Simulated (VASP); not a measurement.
# Y (Fm-3m) in VASP: notebook

The runs below take Y through single point, with PBE, LDA, PBEsol, r2SCAN.

All numbers are computed with VASP 6.6.1; they aren't measurements. Logs are shortened: lines on timing, memory, paths and dates and some standing lists are left out, and cuts for length are marked.

### 1 The cell of the first run

It takes space group Fm-3m (No. 225, cubic). The conventional cell has a = 5.104 Å, b = 5.104 Å, c = 5.104 Å, α = 90.00°, β = 90.00°, γ = 90.00°. Y (site symmetry m-3m) has 12 Y at 3.61 Å within 4.7 Å.

### 2 Single point, PBE

Contents of INCAR:

```
SYSTEM = Y
ALGO = Normal ; EDIFF = 1E-7
ENCUT = 520 ; GGA = PE
ISIF = 2 ; ISMEAR = -1
LASPH = .TRUE. ; LCHARG = .FALSE.
LREAL = .FALSE. ; LWAVE = .FALSE.
NBANDS = 12 ; NELM = 80
PREC = Accurate ; SIGMA = 0.05
```

Contents of KPOINTS:

```
k-points
0
G
  9 9 9
  0 0 0
```

Contents of POSCAR:

```
Y
1.0
    0.0000000000      2.5519910612      2.5519910612
    2.5519910612      0.0000000000      2.5519910612
    2.5519910612      2.5519910612      0.0000000000
Y
1
Direct
    0.0000000000      0.0000000000      0.0000000000
```

Potentials or basis: VASP PAW PBE potentials, release 64 (Y_sv).

On the command line:

```
> cat potpaw_PBE.64/Y_sv/POTCAR > POTCAR
> mpirun -np 1 vasp_std > vasp.out
```

OUTCAR:

```text
SYSTEM = Y
   EDIFF = 1E-7
   ENCUT = 520
   GGA = PE
   ISIF = 2
   ISMEAR = -1
   LASPH = .TRUE.
   LREAL = .FALSE.
   NELM = 80
   PREC = Accurate

 ion  position               nearest neighbor table
   1  0.000  0.000  0.000-

  LATTYP: Found a face centered cubic cell.
 ALAT       =     5.1039821224

  Lattice vectors:

 A1 = (   0.0000000000,   2.5519910612,   2.5519910612)
 A2 = (   2.5519910612,   0.0000000000,   2.5519910612)
 A3 = (   2.5519910612,   2.5519910612,   0.0000000000)

Analysis of symmetry for initial positions (statically):
=====================================================================
 Subroutine PRICEL returns:
 Original cell was already a primitive cell.

 Routine SETGRP: Setting up the symmetry group for a
 face centered cubic supercell.

 Subroutine GETGRP returns: Found 48 space group operations
 (whereof 48 operations were pure point group operations)
 out of a pool of 48 trial point group operations.

The static configuration has the point symmetry O_h .

Analysis of symmetry for dynamics (positions and initial velocities):
=====================================================================
 Subroutine PRICEL returns:
 Original cell was already a primitive cell.

 Routine SETGRP: Setting up the symmetry group for a
 face centered cubic supercell.

 Subroutine GETGRP returns: Found 48 space group operations
 (whereof 48 operations were pure point group operations)
 out of a pool of 48 trial point group operations.

The dynamic configuration has the point symmetry O_h .

 Subroutine INISYM returns: Found 48 space group operations
 (whereof 48 operations are pure point group operations),
 and found     1 'primitive' translations

----------------------------------------------------------------------------------------

                                     Primitive cell

  volume of cell :      33.2405

  direct lattice vectors                    reciprocal lattice vectors
     0.000000000  2.551991061  2.551991061    -0.195925451  0.195925451  0.195925451
     2.551991061  0.000000000  2.551991061     0.195925451 -0.195925451  0.195925451
     2.551991061  2.551991061  0.000000000     0.195925451  0.195925451 -0.195925451

  length of vectors
     3.609060370  3.609060370  3.609060370     0.339352836  0.339352836  0.339352836

  position of ions in fractional coordinates (direct lattice)
     0.000000000  0.000000000  0.000000000

  ion indices of the primitive-cell ions
   primitive index   ion index
                 1           1

----------------------------------------------------------------------------------------

 KPOINTS: k-points

Automatic generation of k-mesh.
 Grid dimensions read from file:
 generate k-points for:    9    9    9

 Generating k-lattice:

  Cartesian coordinates                     Fractional coordinates (reciprocal lattice)
    -0.021769495  0.021769495  0.021769495     0.111111111  0.000000000  0.000000000
     0.021769495 -0.021769495  0.021769495     0.000000000  0.111111111  0.000000000
     0.021769495  0.021769495 -0.021769495     0.000000000  0.000000000  0.111111111

  Length of vectors
     0.037705871  0.037705871  0.037705871

  Shift w.r.t. Gamma in fractional coordinates (k-lattice)
     0.000000000  0.000000000  0.000000000

 Subroutine IBZKPT returns following result:
 ===========================================

 Found     35 irreducible k-points:

 Following reciprocal coordinates:
            Coordinates               Weight
  0.000000  0.000000  0.000000      1.000000
  0.111111  0.000000  0.000000      8.000000
  0.222222  0.000000  0.000000      8.000000
  0.333333  0.000000  0.000000      8.000000
  0.444444  0.000000  0.000000      8.000000
  0.111111  0.111111  0.000000      6.000000
[... 16 lines left out ...]
 -0.333333  0.333333  0.000000     12.000000
  0.444444  0.444444  0.000000      6.000000
 [... further k-points ...]
   k-points           NKPTS =     35   k-points in BZ     NKDIM =     35   number of bands    NBANDS=     12
   number of dos      NEDOS =    301   number of ions     NIONS =      1
   total plane-waves  NPLWV =  21952
   dimension x,y,z NGX =    28 NGY =   28 NGZ =   28
   dimension x,y,z NGXF=    56 NGYF=   56 NGZF=   56
   ions per type =               1
   NGX,Y,Z   is equivalent  to a cutoff of  12.90, 12.90, 12.90 a.u.
   NGXF,Y,Z  is equivalent  to a cutoff of  25.80, 25.80, 25.80 a.u.
 SYSTEM =  Y
   PREC   = accura    normal or accurate (medium, high low for compatibility)
   ISTART =      0    job   : 0-new  1-cont  2-samecut
   ICHARG =      2    charge: 1-file 2-atom 10-const
   ISPIN  =      1    spin polarized calculation?
   LNONCOLLINEAR =      F non collinear calculations
   LSORBIT =      F    spin-orbit coupling
   LASPH  =      T    aspherical Exc in radial PAW
   ENCUT  =  520.0 eV  38.22 Ry    6.18 a.u.   6.71  6.71  6.71*2*pi/ulx,y,z
   NELM   =     80;   NELMIN=  2; NELMDL= -5     # of ELM steps
   EDIFF  = 0.1E-06   stopping-criterion for ELM
   LREAL  =      F    real-space projection
   EDIFFG = 0.1E-05   stopping-criterion for IOM
   NSW    =      0    number of steps for IOM
   IBRION =     -1    ionic relax: 0-MD 1-quasi-New 2-CG
   NFREE  =      0    steps in history (QN), initial steepest desc. (CG)
   ISIF   =      2    stress and relaxation
   ISYM   =      2    0-nonsym 1-usesym 2-fastsym
   POTIM  = 0.5000    time-step for ionic-motion
   TEBEG  =    0.0;   TEEND  =   0.0 temperature during run
   PSTRESS=    0.0 pullay stress
   NELECT =      11.0000    total number of electrons
   NUPDOWN=      -1.0000    fix difference up-down
   EMIN   =  10.00;   EMAX   =-10.00  energy-range for DOS
   EFERMI =   0.00;   METHOD = LEGACY
   ISMEAR =    -1;   SIGMA  =   0.05  broadening in eV -4-tet -1-fermi 0-gaus
   EFERMI_NEDOS =   21; number of points for ismear=-14 and -15
   IALGO  =     38    algorithm
   IMIX   =      4    mixing-type and parameters
     AMIX     =   0.40;   BMIX     =  1.00
     AMIX_MAG =   1.60;   BMIX_MAG =  1.00
  volume/ion in A,a.u.               =      33.24       224.32
  Fermi-wavevector in a.u.,A,eV,Ry     =   1.132357  2.139844 17.445821  1.282232
  Thomas-Fermi vector in A             =   2.269058
   LORBIT       =      0    0 simple, 1 ext, 2 COOP (PROOUT), +10 PAW based schemes
   GGA     = PE    functional components
   LHFCALC =     F    Hartree Fock is set to
   AEXX    =    0.0000 exact exchange contribution
   IVDW    =     0    specifies the selected vdW correction
   LEPSILON=     F    determine dielectric tensor
   LRPA    =     F    only Hartree local field effects (RPA)
 non-spin polarized calculation
  energy-cutoff  :      520.00
  volume of cell :       33.24
 maximum number of plane-waves:       914
   NGX = 13   NGY = 13   NGZ = 13

 number of electron      11.0000001 magnetization

 Free energy of the ion-electron system (eV)
  ---------------------------------------------------
  ext. energy  EPLUGINS =         0.00000000
  ---------------------------------------------------
  free energy    TOTEN  =        -6.41170195 eV

  energy without entropy =       -6.39772600  energy(sigma->0) =       -6.40471398

 E-fermi :   3.0252     XC(G=0):  -9.3792

 val. band max:        2.9806870660   @ k =  -0.4444   0.2222   0.1111
 cond. band min:       3.0251795061   @ k =   0.3333   0.2222   0.0000
 fundamental gap:      0.0444924401
 Fermi energy:         3.0251673675

 k-point     1 :       0.0000    0.0000    0.0000
  band No.  band energies     occupation
      1     -39.7446      2.00000
      2     -19.4564      2.00000
      3     -19.4564      2.00000
      4     -19.4564      2.00000
      5      -1.7278      2.00000
      6       4.7568      0.00000
      7       4.7568      0.00000
      8       4.7568      0.00000
      9       6.7105      0.00000
     10       6.7105      0.00000
     11      11.9022      0.00000
     12      15.1084      0.00000

 k-point     2 :       0.1111    0.0000    0.0000
  band No.  band energies     occupation
      1     -39.7377      2.00000
      2     -19.5210      2.00000
      3     -19.4647      2.00000
      4     -19.4647      2.00000
      5      -1.4308      2.00000
      6       4.4410      0.00000
      7       4.8874      0.00000
      8       4.8874      0.00000
      9       6.5755      0.00000
     10       6.5755      0.00000
     11      12.5441      0.00000
     12      13.9761      0.00000

 k-point     3 :       0.2222    0.0000    0.0000
  band No.  band energies     occupation
      1     -39.7202      2.00000
      2     -19.6807      2.00000
      3     -19.4854      2.00000
      4     -19.4854      2.00000
      5      -0.6315      2.00000
      6       3.8389      0.00000
      7       5.0249      0.00000
      8       5.0249      0.00000
      9       6.5825      0.00000
     10       6.5825      0.00000
     11      12.3028      0.00000
     12      14.0668      0.00000
[... 286 lines left out ...]
 k-point    23 :      -0.3333    0.3333    0.0000
  band No.  band energies     occupation
      1     -39.6707      2.00000
      2     -19.8113      2.00000
      3     -19.8073      2.00000
      4     -19.5798      2.00000
      5       2.4260      1.99999
      6       2.5374      1.99988
      7       3.6332      0.00001
      8       6.0294      0.00000
      9       7.4239      0.00000
     10       8.4645      0.00000
     11      11.3964      0.00000
     12      11.8911      0.00000

 k-point    24 :       0.4444    0.4444    0.0000
  band No.  band energies     occupation
      1     -39.6684      2.00000
      2     -19.9360      2.00000
      3     -19.6391      2.00000
      4     -19.6391      2.00000
      5       1.2866      2.00000
      6       2.2162      2.00000
      7       4.8038      0.00000
      8       8.0762      0.00000
      9       8.1421      0.00000
     10       8.1421      0.00000
     11      11.1126      0.00000
     12      11.1126      0.00000

 [... further k-points ...]

------------------------ aborting loop because EDIFF is reached ----------------------------------------

  FORCE on cell =-STRESS in cart. coord.  units (eV):
  Direction    XX          YY          ZZ          XY          YZ          ZX
  --------------------------------------------------------------------------------------
  -------------------------------------------------------------------------------------
  Total       -0.1915793     -0.1915793     -0.1915793      0.0000000      0.0000000     -0.0000000
  in kB       -9.2340401     -9.2340401     -9.2340401      0.0000000      0.0000000     -0.0000000
  external PRESSURE =      -9.2340401 kB  Pullay stress =       0.0000000 kB

 VOLUME and BASIS-vectors are now :
 -----------------------------------------------------------------------------
  energy-cutoff  :      520.00
  volume of cell :       33.24
      direct lattice vectors                 reciprocal lattice vectors
     0.000000000  2.551991061  2.551991061    -0.195925451  0.195925451  0.195925451
     2.551991061  0.000000000  2.551991061     0.195925451 -0.195925451  0.195925451
     2.551991061  2.551991061  0.000000000     0.195925451  0.195925451 -0.195925451

 POSITION                                       TOTAL-FORCE (eV/Angst)
 -----------------------------------------------------------------------------------
      0.00000      0.00000      0.00000         0.000000      0.000000      0.000000
 -----------------------------------------------------------------------------------
    total drift:                               -0.000000     -0.000000     -0.000000

  FREE ENERGIE OF THE ION-ELECTRON SYSTEM (eV)
  ---------------------------------------------------
  free  energy   TOTEN  =        -6.4117019497 eV

  energy  without entropy=       -6.3977260045  energy(sigma->0) =       -6.40471398
```

It took 19 s on 1 thread of Intel Xeon Platinum 8259CL at 2.50GHz (Skylake/Cascade Lake), shared host; peak memory 0.17 GiB.

Results:

```
Free energy : -6.4117 eV
Pressure    : -0.9 GPa
```

Levels at points of the mesh, in eV from the Fermi level:
| k point | band 1 | band 2 | band 3 | band 4 | band 5 | band 6 | band 7 | band 8 | band 9 | band 10 |
| --- | --- | --- | --- | --- | --- | --- | --- | --- | --- | --- |
| (0.00, 0.00, 0.00) | -42.77 | -22.48 | -22.48 | -22.48 | -4.75 | 1.73 | 1.73 | 1.73 | 3.69 | 3.69 |

### 3 Single point, LDA

Contents of INCAR:

```
PREC     = Accurate       # precision mode
ENCUT    = 520            # plane-wave cutoff, eV
EDIFF    = 1E-6           # SCF threshold, eV
ISMEAR   = -1             # smearing method
SIGMA    = 0.05           # smearing width, eV
LREAL    = False          # projectors in reciprocal space
LASPH    = True           # aspherical terms in the spheres
NELM     = 80             # most SCF steps
ALGO     = Fast           # electronic algorithm
ISIF     = 2              # what is computed and relaxed
LWAVE    = False          # write WAVECAR
LCHARG   = False          # write CHGCAR
NBANDS   = 12             # bands
```

Contents of KPOINTS:

```
Automatic mesh
0
Gamma
  5 5 5
```

POSCAR is that of step 2.

Potentials or basis: VASP PAW LDA potentials, release 64 (Y_sv).

On the command line:

```
> cat potpaw_LDA.64/Y_sv/POTCAR > POTCAR
> mpirun -np 1 vasp_std > vasp.out
```

It took 6.9 s on 1 thread of Intel Xeon Platinum 8488C (Sapphire Rapids), shared host; peak memory 0.15 GiB.

Results (log left out):

```yaml
Free_energy: -6.8238 eV
Pressure: -4.1 GPa
```

Levels at points of the mesh, in eV from the Fermi level:
| k point | band 1 | band 2 | band 3 | band 4 | band 5 | band 6 | band 7 | band 8 | band 9 | band 10 |
| --- | --- | --- | --- | --- | --- | --- | --- | --- | --- | --- |
| (0.00, 0.00, 0.00) | -42.49 | -22.32 | -22.32 | -22.32 | -4.71 | 1.71 | 1.71 | 1.71 | 3.65 | 3.65 |

Caveat: the k points lie up to 0.43 Å⁻¹ apart.

### 4 Single point, PBEsol

Contents of INCAR:

```
SYSTEM = Y
PREC = Accurate ; ENCUT = 520
EDIFF = 1E-6 ; ISMEAR = -1
SIGMA = 0.05 ; LREAL = .False.
LASPH = .True. ; NELM = 100
ALGO = Normal ; ISIF = 2
LWAVE = .False. ; LCHARG = .False.
GGA = PS ; NBANDS = 12
```

Contents of KPOINTS:

```
Automatic mesh
0
Gamma
  5 5 5
  0 0 0
```

POSCAR is that of step 3.

Potentials or basis: VASP PAW PBE potentials, release 64 (Y_sv).

On the command line:

```
> cat potpaw_PBE.64/Y_sv/POTCAR > POTCAR
> mpirun -np 1 vasp_std > vasp.out
```

Run time: 7.7 s. Hardware: 1 thread of Intel Xeon Platinum 8488C (Sapphire Rapids), shared host; peak memory 0.16 GiB.

Results (log left out):

| Quantity | Value |
| --- | --- |
| Free energy | -6.7252 eV |
| Pressure | -2.2 GPa |

Levels at points of the mesh, in eV from the Fermi level:
```csv
k point,band 3,band 4,band 5,band 6,band 7,band 8
"(0.00, 0.00, 0.00)",-22.37,-22.37,-4.73,1.76,1.76,1.76
```

Caveat: the k points lie up to 0.43 Å⁻¹ apart; the PAW data sets were made with another functional, which shifts forces and pressure a little.

[end of part 1 of 2]
